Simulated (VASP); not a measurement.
# CdS (F-43m) in VASP: vibrations by perturbation theory with PBEsol

Aim: the vibrations by perturbation theory of CdS with PBEsol.

All numbers are computed with VASP 6.6.1; they aren't measurements. Logs are shortened: lines on timing, memory, paths and dates and some standing lists are left out, and cuts for length are marked.

## (1) The cell of the first run

Symmetry: F-43m, No. 216, cubic system. Conventional cell: a = 5.823 Å, b = 5.823 Å, c = 5.823 Å, α = 90.00°, β = 90.00°, γ = 90.00°. Cd (site symmetry -43m) has 4 S at 2.52 Å within 3.3 Å. Within 3.3 Å of S (site symmetry -43m) lie 4 Cd at 2.52 Å.

## (2) Vibrations by perturbation theory, PBEsol

INCAR reads:

```
ALGO     = Normal         # electronic algorithm
EDIFF    = 1E-8           # SCF threshold, eV
ENCUT    = 540            # plane-wave cutoff, eV
GGA      = PS             # functional
GGA_COMPAT= False        
IBRION   = 8              # ionic algorithm
ISIF     = 2              # what is computed and relaxed
ISMEAR   = 0              # smearing method
LASPH    = True           # aspherical terms in the spheres
LCHARG   = False          # write CHGCAR
LEPSILON = True           # dielectric tensor by DFPT
LREAL    = False          # projectors in reciprocal space
LWAVE    = False          # write WAVECAR
NBANDS   = 20             # bands
NELM     = 120            # most SCF steps
NSW      = 1              # ionic steps
PREC     = Accurate       # precision mode
SIGMA    = 0.01           # smearing width, eV
```

KPOINTS reads:

```
k-points
0
Gamma
  8 8 8
```

POSCAR reads:

```
CdS
1.0
    0.0000000000      2.9116000000      2.9116000000
    2.9116000000      0.0000000000      2.9116000000
    2.9116000000      2.9116000000      0.0000000000
Cd S
1 1
Direct
    0.0000000000      0.0000000000      0.0000000000
    0.2500000000      0.2500000000      0.2500000000
```

Potentials or basis: VASP PAW PBE potentials, release 64 (Cd_sv_GW, S).

Command:

```console
cat potpaw_PBE.64/Cd_sv_GW/POTCAR potpaw_PBE.64/S/POTCAR > POTCAR
mpirun -np 1 vasp_std > vasp.out
```

OUTCAR:

```text
EDIFF = 1E-8
   ENCUT = 540
   GGA = PS
   IBRION = 8
   ISIF = 2
   ISMEAR = 0
   LASPH = True
   LEPSILON = True
   LREAL = False
   NELM = 120
   NSW = 1
   PREC = Accurate

 ion  position               nearest neighbor table
   1  0.000  0.000  0.000-   2 2.52   2 2.52   2 2.52   2 2.52
   2  0.250  0.250  0.250-   1 2.52   1 2.52   1 2.52   1 2.52

  LATTYP: Found a face centered cubic cell.
 ALAT       =     5.8232000000

  Lattice vectors:

 A1 = (   0.0000000000,   2.9116000000,   2.9116000000)
 A2 = (   2.9116000000,   0.0000000000,   2.9116000000)
 A3 = (   2.9116000000,   2.9116000000,   0.0000000000)

Analysis of symmetry for initial positions (statically):
=====================================================================
 Subroutine PRICEL returns:
 Original cell was already a primitive cell.

 Routine SETGRP: Setting up the symmetry group for a
 face centered cubic supercell.

 Subroutine GETGRP returns: Found 24 space group operations
 (whereof 24 operations were pure point group operations)
 out of a pool of 48 trial point group operations.

The static configuration has the point symmetry T_d .

Analysis of symmetry for dynamics (positions and initial velocities):
=====================================================================
 Subroutine PRICEL returns:
 Original cell was already a primitive cell.

 Routine SETGRP: Setting up the symmetry group for a
 face centered cubic supercell.

 Subroutine GETGRP returns: Found 24 space group operations
 (whereof 24 operations were pure point group operations)
 out of a pool of 48 trial point group operations.

The dynamic configuration has the point symmetry T_d .

 Subroutine INISYM returns: Found 24 space group operations
 (whereof 24 operations are pure point group operations),
 and found     1 'primitive' translations

----------------------------------------------------------------------------------------

                                     Primitive cell

  volume of cell :      49.3657

  direct lattice vectors                    reciprocal lattice vectors
     0.000000000  2.911600000  2.911600000    -0.171726886  0.171726886  0.171726886
     2.911600000  0.000000000  2.911600000     0.171726886 -0.171726886  0.171726886
     2.911600000  2.911600000  0.000000000     0.171726886  0.171726886 -0.171726886

  length of vectors
     4.117624208  4.117624208  4.117624208     0.297439691  0.297439691  0.297439691

  position of ions in fractional coordinates (direct lattice)
     0.000000000  0.000000000  0.000000000
     0.250000000  0.250000000  0.250000000

  ion indices of the primitive-cell ions
   primitive index   ion index
                 1           1
                 2           2

----------------------------------------------------------------------------------------

 KPOINTS: k-points

Automatic generation of k-mesh.
 Grid dimensions read from file:
 generate k-points for:    8    8    8

 Generating k-lattice:

  Cartesian coordinates                     Fractional coordinates (reciprocal lattice)
    -0.021465861  0.021465861  0.021465861     0.125000000  0.000000000  0.000000000
     0.021465861 -0.021465861  0.021465861     0.000000000  0.125000000  0.000000000
[... 700 lines left out ...]
  ---------------------------------------------------
  free energy    TOTEN  =        -0.87787700 eV

  energy without entropy =       -0.87787700

------------------------ aborting loop because EDIFF is reached ----------------------------------------

--------------------------------------- Ionic step        2  -------------------------------------------

------------------------ aborting loop because EDIFF is reached ----------------------------------------

--------------------------------------- Ionic step        3  -------------------------------------------

------------------------ aborting loop because EDIFF is reached ----------------------------------------

 PIEZOELECTRIC TENSOR FIELD DIRECTION 3  (e Angst)
 -----------------------------------------------------------------------------
    -0.00022 -1.80457  0.00000           ( -0.00000  0.07615  0.00000)
    -1.80457 -0.00022  0.00000           (  0.07615 -0.00000  0.00000)
     0.00000  0.00000 -0.00174           (  0.00000  0.00000 -0.00000)

 PIEZOELECTRIC TENSOR FIELD DIRECTION 3  (C/m^2)
 -----------------------------------------------------------------------------
    -0.00007 -0.58568  0.00000
    -0.58568 -0.00007  0.00000
     0.00000  0.00000 -0.00056

--------------------------------------- Ionic step        4  -------------------------------------------

------------------------ aborting loop because EDIFF is reached ----------------------------------------

[... ionic steps 5 to 6 ...]

--------------------------------------- Ionic step        7  -------------------------------------------

 Free energy of the ion-electron system (eV)
  ---------------------------------------------------
  ---------------------------------------------------
  free energy    TOTEN  =        -0.10701312 eV

  energy without entropy =       -0.10701312

------------------------ aborting loop because EDIFF is reached ----------------------------------------

 INTERNAL STRAIN TENSOR  FOR ION    2  DIRECTION 1   (eV/Angst):
 -----------------------------------------------------------------------------
     0.01679  0.00000  0.00000
     0.00000 -0.00417 -6.32644
     0.00000 -6.32644 -0.00417

 MACROSCOPIC STATIC DIELECTRIC TENSOR (including local field effects in DFT)
 ------------------------------------------------------
           7.037090     0.000000     0.000000
           0.000000     7.037090     0.000000
           0.000000    -0.000000     7.037090
 ------------------------------------------------------

 PIEZOELECTRIC TENSOR (including local field effects)  for field in x, y, z        (e  Angst)
          XX          YY          ZZ          XY          YZ          ZX
  --------------------------------------------------------------------------------
  x    -0.00000     0.00000    -0.00000     0.00000    -1.81822     0.00000
  y    -0.00000     0.00000     0.00000     0.00000     0.00000    -1.81822
  z     0.00000     0.00000     0.00000    -1.81822     0.00000     0.00000

 PIEZOELECTRIC TENSOR (including local field effects)  for field in x, y, z        (C/m^2)
          XX          YY          ZZ          XY          YZ          ZX
  --------------------------------------------------------------------------------
  x    -0.00000     0.00000    -0.00000     0.00000    -0.59011     0.00000
  y    -0.00000     0.00000     0.00000     0.00000     0.00000    -0.59011
  z     0.00000     0.00000     0.00000    -0.59011     0.00000     0.00000

 BORN EFFECTIVE CHARGES (including local field effects) (in |e|, cummulative output)
 ---------------------------------------------------------------------------------
 ion    1
    1     2.21015     0.00000     0.00000
    2     0.00000     2.21015     0.00000
    3     0.00000     0.00000     2.21015
 ion    2
    1    -2.21015     0.00000     0.00000
    2     0.00000    -2.21015     0.00000
    3     0.00000     0.00000    -2.21015

 INTERNAL STRAIN TENSOR FOR ION    2 for displacements in x,y,z  (eV/Angst):
          X           Y           Z          XY          YZ          ZX
  --------------------------------------------------------------------------------
  x     0.00000     0.00000     0.00000     0.00000    -6.32644     0.00000
  y     0.00000     0.00000     0.00000     0.00000     0.00000    -6.32644
  z     0.00000     0.00000     0.00000    -6.32644     0.00000     0.00000

 SECOND DERIVATIVES (NOT SYMMETRIZED)
 ------------------------------------
               1X          1Y          1Z          2X          2Y          2Z
  1X    -4.953803    0.000000    0.000000    4.953803    0.000000    0.000000
  1Y     0.000000   -4.953803    0.000000    0.000000    4.953803    0.000000
  1Z     0.000000    0.000000   -4.953803    0.000000    0.000000    4.953803
  2X     4.953657    0.000000    0.000000   -4.953657    0.000000    0.000000
  2Y     0.000000    4.953657    0.000000    0.000000   -4.953657    0.000000
  2Z     0.000000    0.000000    4.953657    0.000000    0.000000   -4.953657

 Eigenvectors and eigenvalues of the dynamical matrix
 ----------------------------------------------------

   1 f  =    6.966067 THz    43.769092 2PiTHz  232.362997 cm-1    28.809327 meV
             X         Y         Z           dx          dy          dz
      0.000000  0.000000  0.000000    -0.471116    0.000000    0.000000
      1.455800  1.455800  1.455800     0.882071    0.000000    0.000000
[... 21 lines left out ...]
   6 f/i=    0.000043 THz     0.000268 2PiTHz    0.001420 cm-1     0.000176 meV
             X         Y         Z           dx          dy          dz
      0.000000  0.000000  0.000000     0.000000    0.000000    0.882071
      1.455800  1.455800  1.455800     0.000000    0.000000    0.471116

--------------------------------------------------------------------------------------------------------

 MACROSCOPIC STATIC DIELECTRIC TENSOR IONIC CONTRIBUTION
 ------------------------------------------------------
           3.614533    -0.000000    -0.000000
          -0.000000     3.614533    -0.000000
          -0.000000    -0.000000     3.614533
 ------------------------------------------------------

 ELASTIC MODULI CONTR FROM IONIC RELAXATION (kBar)
 Direction    XX          YY          ZZ          XY          YZ          ZX
 --------------------------------------------------------------------------------
 XX          -0.0000     -0.0000     -0.0000     -0.0000     -0.0000      0.0000
 YY          -0.0000     -0.0000     -0.0000     -0.0000     -0.0000     -0.0000
 ZZ          -0.0000     -0.0000     -0.0000      0.0000     -0.0000      0.0000
 XY          -0.0000     -0.0000      0.0000   -277.5408      0.0000     -0.0000
 YZ          -0.0000     -0.0000     -0.0000      0.0000   -277.5408      0.0000
 ZX           0.0000     -0.0000      0.0000     -0.0000      0.0000   -277.5408
 --------------------------------------------------------------------------------

 PIEZOELECTRIC TENSOR IONIC CONTR  for field in x, y, z        (C/m^2)
          XX          YY          ZZ          XY          YZ          ZX
  --------------------------------------------------------------------------------
  x     0.00000     0.00000     0.00000    -0.00000     0.94246    -0.00000
  y    -0.00000     0.00000    -0.00000     0.00000    -0.00000     0.94246
  z     0.00000     0.00000    -0.00000     0.94246    -0.00000    -0.00000
```

Wall time 17 min (1 thread of Intel Xeon Platinum 8259CL at 2.50GHz (Skylake/Cascade Lake), shared host); peak memory 0.4 GiB.

Results:

| Item | Value |
| --- | --- |
| Electronic dielectric tensor (diagonal) | 7.04 |
| Born charges (mean of the diagonal) | Cd +2.21; S -2.21 e |
| Highest phonon frequency at Γ, LO-TO splitting left out | 232 cm⁻¹ |

Phonon frequencies in cm⁻¹ (negative: imaginary):
```csv
q point,frequencies
"(0.000, 0.000, 0.000)",0 0 0 232 232 232
```

Electronic dielectric tensor:
```
7.04 0.00 0.00
0.00 7.04 0.00
0.00 0.00 7.04
```

Born effective charge tensors (e):
atom 1, Cd
```
2.21 0.00 0.00
0.00 2.21 0.00
0.00 0.00 2.21
```
atom 2, S
```
-2.21  0.00  0.00
 0.00 -2.21  0.00
 0.00  0.00 -2.21
```
